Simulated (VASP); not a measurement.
ZrOF2, 4 atoms in the cell. It takes space group I-4m2 (No. 119, tetragonal). The conventional cell has a = 3.751 Å, b = 3.751 Å, c = 7.129 Å, α = 90.00°, β = 90.00°, γ = 90.00°. Zr (site symmetry -4m2) has 4 F at 2.00 Å and 4 O at 2.59 Å within 2.7 Å. O (site symmetry -4m2) has 10 F at 2.48 to 2.87 Å and 4 Zr at 2.59 Å within 3.3 Å. F (site symmetry 2mm) has 2 Zr at 2.00 Å and 1 F at 2.17 Å and 1 O at 2.48 Å within 2.7 Å. 

- Program: VASP 6.6.1
- Task: single point
- Functional: PBE
- Potentials or basis: VASP PAW PBE potentials, release 64 (Zr_sv, O, F)
- Cutoff: 520 eV
- k mesh: 8 × 8 × 8
- Occupations: gaussian, width 0.02 eV
- Spin: no spin polarisation
- Dipole correction: no
- k mesh for the DOS: 12 × 12 × 12
- Occupations for the DOS: tetrahedron
- Further INCAR settings: ALGO = Normal; EDIFF = 1e-06

Potentials or basis: VASP PAW PBE potentials, release 64 (Zr_sv, O, F).

Run with:

```console
$ cat potpaw_PBE.64/Zr_sv/POTCAR potpaw_PBE.64/O/POTCAR potpaw_PBE.64/F/POTCAR > POTCAR
$ cp INCAR.step1 INCAR
$ cp KPOINTS.step1 KPOINTS
$ mpirun -np 1 vasp_std > vasp.out
$ cp INCAR.step2 INCAR
$ cp KPOINTS.step2 KPOINTS
$ mpirun -np 1 vasp_std > vasp.out
```

Hardware: 1 thread of Intel Xeon 8259CL (shared host).

**Question.** Estimate the wall time of this run.

**Answer.** It took 5.8 min on 1 thread of Intel Xeon 8259CL, with other jobs on the host, peak memory 0.32 GiB. Counts: k points 163.
